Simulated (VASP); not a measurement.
# NbC2 (P4/nmm) in VASP: notebook, part 2 of 2

VASP 6.6.1. Earlier steps stand in the parts before.

**4. Relaxation of cell and atoms, PBE**

This run uses another cell than the first one, of 9.56 Å³/atom.

Input file INCAR:

```
SYSTEM = NbC2
PREC     = Accurate       ! precision mode
ENCUT    = 600            ! plane-wave cutoff, eV
EDIFF    = 1E-6           ! SCF threshold, eV
ISMEAR   = 0              ! smearing method
SIGMA    = 0.1            ! smearing width, eV
LREAL    = .FALSE.        ! projectors in reciprocal space
LASPH    = .TRUE.         ! aspherical terms in the spheres
NELM     = 80             ! most SCF steps
ALGO     = Normal         ! electronic algorithm
ISIF     = 3              ! what is computed and relaxed
LWAVE    = .FALSE.        ! write WAVECAR
LCHARG   = .FALSE.        ! write CHGCAR
GGA      = PE             ! functional
IBRION   = 2              ! ionic algorithm
NSW      = 90             ! ionic steps
EDIFFG   = -0.04          ! ionic threshold
```

Input file KPOINTS:

```
regular mesh
0
G
  6 6 4
  0 0 0
```

Input file POSCAR:

```
NbC2
1.0
    3.3499148748      0.0000000000      0.0000000000
    0.0000000000      3.3499148748      0.0000000000
    0.0000000000      0.0000000000      5.1113054865
Nb C
2 4
Direct
    0.0000000000      0.5000000000      0.7000000000
    0.5000000000      0.0000000000      0.3000000000
    0.0000000000      0.0000000000      0.0000000000
    0.5000000000      0.5000000000      0.0000000000
    0.0000000000      0.5000000000      0.2700000000
    0.5000000000      0.0000000000      0.7300000000
```

Potentials or basis: VASP PAW PBE potentials, release 64 (Nb_sv, C).

Started as:

```console
$ cat potpaw_PBE.64/Nb_sv/POTCAR potpaw_PBE.64/C/POTCAR > POTCAR
$ mpirun -np 1 vasp_std > vasp.out
```

OUTCAR:

```text
SYSTEM = NbC2
   PREC = Accurate
   ENCUT = 600
   EDIFF = 1E-6
   ISMEAR = 0
   LREAL = .FALSE.
   LASPH = .TRUE.
   NELM = 80
   ISIF = 3
   GGA = PE
   IBRION = 2
   NSW = 90
   EDIFFG = -0.04

 ion  position               nearest neighbor table
   1  0.000  0.500  0.700-   5 2.20   4 2.27   3 2.27   3 2.27   4 2.27   6 2.37   6 2.37   6 2.37
                             6 2.37
   2  0.500  0.000  0.300-   6 2.20   4 2.27   3 2.27   4 2.27   3 2.27   5 2.37   5 2.37   5 2.37
                             5 2.37
   3  0.000  0.000  0.000-   1 2.27   2 2.27   1 2.27   2 2.27
   4  0.500  0.500  0.000-   1 2.27   2 2.27   2 2.27   1 2.27
   5  0.000  0.500  0.270-   1 2.20   2 2.37   2 2.37   2 2.37   2 2.37
   6  0.500  0.000  0.730-   2 2.20   1 2.37   1 2.37   1 2.37   1 2.37

  LATTYP: Found a simple tetragonal cell.
 ALAT       =     3.3499148748
 C/A-ratio  =     1.5258016032

  Lattice vectors:

[... 985 lines left out ...]
     25      13.4974      0.00000

 [... further k-points ...]

[... ionic steps 4 to 13 ...]

--------------------------------------- Ionic step       14  -------------------------------------------

 number of electron      42.0000005 magnetization

------------------------ aborting loop because EDIFF is reached ----------------------------------------
[... 75 lines left out ...]
--------------------------------------- Ionic step       16  -------------------------------------------

 number of electron      42.0000005 magnetization

 Free energy of the ion-electron system (eV)
  ---------------------------------------------------
  ext. energy  EPLUGINS =         0.00000000
  ---------------------------------------------------
  free energy    TOTEN  =       -53.13321734 eV

  energy without entropy =      -53.12501172  energy(sigma->0) =      -53.12911453

 E-fermi :  10.2276     XC(G=0): -13.0605

 val. band max:       10.1793127351   @ k =   0.1667   0.0000   0.2500
 cond. band min:      10.2459215855   @ k =   0.1667   0.0000   0.5000
 fundamental gap:      0.0666088504
 Fermi energy:        10.2276028348

 k-point     1 :       0.0000    0.0000    0.0000
  band No.  band energies     occupation
      1     -44.0823      2.00000
      2     -44.0685      2.00000
      3     -20.4422      2.00000
      4     -20.2000      2.00000
      5     -19.8607      2.00000
      6     -19.8607      2.00000
[... 696 lines left out ...]
  FREE ENERGIE OF THE ION-ELECTRON SYSTEM (eV)
  ---------------------------------------------------
  free  energy   TOTEN  =       -53.1332173407 eV

  energy  without entropy=      -53.1250117242  energy(sigma->0) =      -53.12911453

 reached required accuracy - stopping structural energy minimisation
```

Run time: 4.5 min. Hardware: 1 thread of Intel Xeon 6975P-C (Granite Rapids), shared host; peak memory 0.21 GiB.

Results:

* Free energy: -53.1332 eV
* Relaxed volume: 9.64 Å³/atom
* Relaxed cell: a = 2.977 Å, b = 2.977 Å, c = 6.529 Å, α = 90.00°, β = 90.00°, γ = 90.00°
* Space group after relaxing (to 0.1 Å): P4/nmm (No. 129)
* Energy gained by relaxing: 827.9 meV/atom
* Ionic steps: 16
* Pressure after relaxing: 0.0 GPa
* Largest force after relaxing: 0.014 eV/Å
* Band gap on the k mesh: zero (bands 21 and 22 overlap by 2.10 eV)

Forces in eV/Å, atoms in the order of the input:
```
Nb   0.000  0.000 -0.014
Nb   0.000  0.000  0.014
C    0.000  0.000  0.000
C    0.000  0.000  0.000
C    0.000  0.000 -0.005
C    0.000  0.000  0.005
```

Stress tensor (GPa, compression positive):
```
-0.03  0.00  0.00
 0.00 -0.03  0.00
 0.00  0.00  0.15
```

Step by step:
```csv
step,energy change (eV),largest force (eV/Å),pressure (GPa),volume (Å³)
1,0.0000,3.0834,3.15,57.36
2,-1.9502,2.3168,-3.70,58.66
3,-2.5936,2.2143,-4.65,59.13
4,-3.4373,3.8589,-4.21,59.69
5,-3.5460,3.9265,-2.02,59.77
6,-4.5797,1.8699,-8.51,59.89
7,-4.5912,1.5752,-9.05,59.89
8,-4.8210,0.4066,15.60,55.10
9,-4.8953,0.6444,6.24,56.54
10,-4.9271,0.7572,-2.33,58.39
11,-4.9529,0.4030,0.80,57.65
12,-4.9634,0.1750,-1.24,58.08
13,-4.9635,0.1524,-1.48,58.13
14,-4.9665,0.0188,1.09,57.66
15,-4.9670,0.0249,0.42,57.79
16,-4.9676,0.0139,0.03,57.87
```

Final structure:
```yaml
crystal:
  lattice:
    - [2.97704, 0.00000, 0.00000]
    - [0.00000, 2.97704, 0.00000]
    - [0.00000, 0.00000, 6.52950]
  atoms:
    - { symbol: Nb, position: [0.00000, 0.50000, 0.73137] }
    - { symbol: Nb, position: [0.50000, 0.00000, 0.26863] }
    - { symbol: C, position: [0.00000, 0.00000, 0.00000] }
    - { symbol: C, position: [0.50000, 0.50000, 0.00000] }
    - { symbol: C, position: [0.00000, 0.50000, 0.37172] }
    - { symbol: C, position: [0.50000, 0.00000, 0.62828] }
```

Levels at points of the mesh, in eV from the Fermi level:
```tsv
k point	band 18	band 19	band 20	band 21	band 22	band 23	band 24	band 25
(0.00, 0.00, 0.00)	-0.66	-0.66	0.36	1.07	1.07	2.25	3.33	3.55
(0.50, 0.00, 0.00)	-2.32	-0.58	-0.58	-0.33	-0.33	2.14	2.14	4.39
(0.50, 0.50, 0.00)	-3.01	-2.03	-2.03	-0.22	-0.22	5.26	6.24	6.24
(0.00, 0.00, 0.50)	-1.25	-1.25	0.82	1.38	1.65	1.65	3.39	3.48
(0.50, 0.00, 0.50)	-2.66	-0.84	-0.84	-0.19	-0.19	2.54	2.54	4.07
(0.50, 0.50, 0.50)	-1.94	-0.91	-0.91	-0.57	-0.57	4.74	5.85	5.85
```

Caveat: a cell axis changed by over 15 % at a fixed basis, so the end point is rough.

**5. Relaxation of cell and atoms, PBE**

Input file INCAR:

```
  ALGO = Normal
  EDIFF = 1E-6
  EDIFFG = -0.01
  ENCUT = 600
  GGA = PE
  IBRION = 2
  ISIF = 3
  ISMEAR = 0
  LASPH = True
  LCHARG = False
  LREAL = False
  LWAVE = False
  NELM = 100
  NSW = 100
  PREC = Accurate
  SIGMA = 0.1
```

Input file KPOINTS:

```
k-points
0
Gamma
  12 12 6
```

Input file POSCAR:

```
NbC2
1.0
    2.9772601336      0.0000000000      0.0000000000
    0.0000000000      2.9772601336      0.0000000000
    0.0000000000      0.0000000000      6.5520438202
Nb C
2 4
Direct
    0.0000000000      0.5000000000      0.7314287474
    0.5000000000      0.0000000000      0.2685712526
    0.0000000000      0.0000000000      0.0000000000
    0.5000000000      0.5000000000      0.0000000000
    0.0000000000      0.5000000000      0.3718968791
    0.5000000000      0.0000000000      0.6281031209
```

Potentials or basis: VASP PAW PBE potentials, release 64 (Nb_sv, C).

Started as:

```console
$ cat potpaw_PBE.64/Nb_sv/POTCAR potpaw_PBE.64/C/POTCAR > POTCAR
$ mpirun -np 1 vasp_std > vasp.out
```

OUTCAR:

```text
EDIFF = 1E-6
   EDIFFG = -0.01
   ENCUT = 600
   GGA = PE
   IBRION = 2
   ISIF = 3
   ISMEAR = 0
   LASPH = True
   LREAL = False
   NELM = 100
   NSW = 100
   PREC = Accurate

 ion  position               nearest neighbor table
   1  0.000  0.500  0.731-   6 2.21   6 2.21   6 2.21   6 2.21   4 2.30   4 2.30   3 2.30   3 2.30
                             5 2.36
   2  0.500  0.000  0.269-   5 2.21   5 2.21   5 2.21   5 2.21   4 2.30   3 2.30   3 2.30   4 2.30
                             6 2.36
   3  0.000  0.000  0.000-   1 2.30   2 2.30   1 2.30   2 2.30
   4  0.500  0.500  0.000-   1 2.30   2 2.30   2 2.30   1 2.30
   5  0.000  0.500  0.372-   2 2.21   2 2.21   2 2.21   2 2.21   1 2.36
   6  0.500  0.000  0.628-   1 2.21   1 2.21   1 2.21   1 2.21   2 2.36

  LATTYP: Found a simple tetragonal cell.
 ALAT       =     2.9772601336
 C/A-ratio  =     2.2006957828

  Lattice vectors:

 A1 = (   2.9772601336,   0.0000000000,   0.0000000000)
 A2 = (   0.0000000000,   2.9772601336,   0.0000000000)
 A3 = (   0.0000000000,   0.0000000000,   6.5520438202)

Analysis of symmetry for initial positions (statically):
=====================================================================
 Subroutine PRICEL returns:
 Original cell was already a primitive cell.

 Routine SETGRP: Setting up the symmetry group for a
 simple tetragonal supercell.

 Subroutine GETGRP returns: Found 16 space group operations
 (whereof  8 operations were pure point group operations)
 out of a pool of 16 trial point group operations.

The static configuration has the point symmetry D_2d.
 The point group associated with its full space group is D_4h.

Analysis of symmetry for dynamics (positions and initial velocities):
=====================================================================
 Subroutine PRICEL returns:
 Original cell was already a primitive cell.

 Routine SETGRP: Setting up the symmetry group for a
 simple tetragonal supercell.

 Subroutine GETGRP returns: Found 16 space group operations
[... 140 lines left out ...]
   IVDW    =     0    specifies the selected vdW correction
   LEPSILON=     F    determine dielectric tensor
   LRPA    =     F    only Hartree local field effects (RPA)
 conjugate gradient relaxation of ions
 non-spin polarized calculation
 Gauss-broadening in eV      SIGMA  =   0.10
  energy-cutoff  :      600.00
  volume of cell :       58.08
 maximum number of plane-waves:      1976
 NGX is ok and might be reduce to    24
   NGX = 11   NGY = 11   NGZ = 27

--------------------------------------- Ionic step        1  -------------------------------------------

 number of electron      42.0000003 magnetization

 Free energy of the ion-electron system (eV)
  ---------------------------------------------------
  ext. energy  EPLUGINS =         0.00000000
  ---------------------------------------------------
  free energy    TOTEN  =       -53.16857118 eV

  energy without entropy =      -53.16064061  energy(sigma->0) =      -53.16460590

------------------------ aborting loop because EDIFF is reached ----------------------------------------

  FORCE on cell =-STRESS in cart. coord.  units (eV):
  Direction    XX          YY          ZZ          XY          YZ          ZX
  --------------------------------------------------------------------------------------
  -------------------------------------------------------------------------------------
  Total       -0.4154858     -0.4154858      0.3344832      0.0000000      0.0000000      0.0000000
  in kB      -11.4618945    -11.4618945      9.2272978      0.0000000      0.0000000      0.0000000
  external PRESSURE =      -4.5654971 kB  Pullay stress =       0.0000000 kB
[... 227 lines left out ...]
--------------------------------------- Ionic step        7  -------------------------------------------

 number of electron      42.0000004 magnetization

 Free energy of the ion-electron system (eV)
  ---------------------------------------------------
  ext. energy  EPLUGINS =         0.00000000
  ---------------------------------------------------
  free energy    TOTEN  =       -53.17319725 eV

  energy without entropy =      -53.16533958  energy(sigma->0) =      -53.16926842

 E-fermi :  10.4346     XC(G=0): -13.0527

 val. band max:       10.4214966799   @ k =   0.1667   0.0833   0.0000
 cond. band min:      10.4367424136   @ k =   0.1667   0.0000   0.1667
 fundamental gap:      0.0152457337
 Fermi energy:        10.4346285441

 k-point     1 :       0.0000    0.0000    0.0000
  band No.  band energies     occupation
      1     -44.1167      2.00000
      2     -44.1030      2.00000
      3     -20.4772      2.00000
      4     -20.2393      2.00000
      5     -19.8825      2.00000
      6     -19.8825      2.00000
[... 661 lines left out ...]
     24      14.7525      0.00000
     25      15.4272      0.00000

 [... further k-points ...]

------------------------ aborting loop because EDIFF is reached ----------------------------------------

  FORCE on cell =-STRESS in cart. coord.  units (eV):
  Direction    XX          YY          ZZ          XY          YZ          ZX
  --------------------------------------------------------------------------------------
  -------------------------------------------------------------------------------------
  Total        0.0046345      0.0046345     -0.0080005      0.0000000      0.0000000      0.0000000
  in kB        0.1281020      0.1281020     -0.2211439      0.0000000      0.0000000      0.0000000
  external PRESSURE =       0.0116867 kB  Pullay stress =       0.0000000 kB
[... 21 lines left out ...]
  FREE ENERGIE OF THE ION-ELECTRON SYSTEM (eV)
  ---------------------------------------------------
  free  energy   TOTEN  =       -53.1731972503 eV

  energy  without entropy=      -53.1653395844  energy(sigma->0) =      -53.16926842

 reached required accuracy - stopping structural energy minimisation
```

It took 4.7 min on 1 thread of Intel Xeon 6975P-C (Granite Rapids), shared host; peak memory 0.31 GiB.

Results:

* Free energy: -53.1732 eV
* Relaxed volume: 9.66 Å³/atom
* Relaxed cell: a = 2.972 Å, b = 2.972 Å, c = 6.561 Å, α = 90.00°, β = 90.00°, γ = 90.00°
* Space group after relaxing (to 0.1 Å): P4/nmm (No. 129)
* Energy gained by relaxing: 0.8 meV/atom
* Ionic steps: 7
* Pressure after relaxing: 0.0 GPa
* Largest force after relaxing: 0.007 eV/Å
* Band gap on the k mesh: zero (bands 21 and 22 overlap by 2.21 eV)

Forces in eV/Å, atoms in the order of the input:
```
Nb   0.000  0.000  0.003
Nb   0.000  0.000 -0.003
C    0.000  0.000  0.000
C    0.000  0.000  0.000
C    0.000  0.000 -0.007
C    0.000  0.000  0.007
```

The path:
```tsv
step	energy change (eV)	largest force (eV/Å)	pressure (GPa)	volume (Å³)
1	0.0000	0.3038	-0.46	58.08
2	-0.0034	0.1071	0.61	57.85
3	-0.0045	0.0252	0.27	57.92
4	-0.0045	0.0314	0.24	57.92
5	-0.0045	0.0146	-0.35	58.04
6	-0.0046	0.0132	-0.09	57.98
7	-0.0046	0.0066	0.00	57.96
```

Final structure:
```
Nb C
1.0
     2.97222    0.00000    0.00000
     0.00000    2.97222    0.00000
     0.00000    0.00000    6.56136
Nb C
2 4
Cartesian
  0.0000 1.4861 4.7881
  1.4861 0.0000 1.7733
  0.0000 0.0000 0.0000
  1.4861 1.4861 0.0000
  0.0000 1.4861 2.4363
  1.4861 0.0000 4.1251
```

**6. The runs side by side**

| task | cell | k mesh | cutoff (eV) | gap on the mesh (eV) | pressure (GPa) | relaxed volume (Å³/atom) | largest force (eV/Å) |
| --- | --- | --- | --- | --- | --- | --- | --- |
| single point | a = 2.977, b = 2.977, c = 6.552 Å, 6 atoms, atomic positions A | 6 × 6 × 4 | 520 | none | -0.5 | - | 0.01 |
| single point | a = 2.974, b = 2.974, c = 6.565 Å, 6 atoms, atomic positions B | 12 × 12 × 6 | 520 | none | -0.4 | - | 0.01 |
| relaxation of cell and atoms | relaxed from a = 3.350, b = 3.350, c = 5.111 Å, 6 atoms, atomic positions C | 6 × 6 × 4 | 600 | none | 0.0 | 9.64 | 0.01 |
| relaxation of cell and atoms | relaxed from a = 2.977, b = 2.977, c = 6.552 Å, 6 atoms, atomic positions A | 12 × 12 × 6 | 600 | none | 0.0 | 9.66 | 0.01 |

Alike in all rows: level PBE; potentials or basis VASP PAW PBE potentials, release 64 (Nb_sv, C); no spin polarisation; smearing gaussian 0.1 eV.

Caveats: a cell axis changed by over 15 % at a fixed basis, so the end point is rough (at least some runs).

Total energies depend on the potentials used, so only differences within one code and one set of settings carry meaning.

The gap in the log of VASP goes by the Fermi energy; the results here count the filled bands.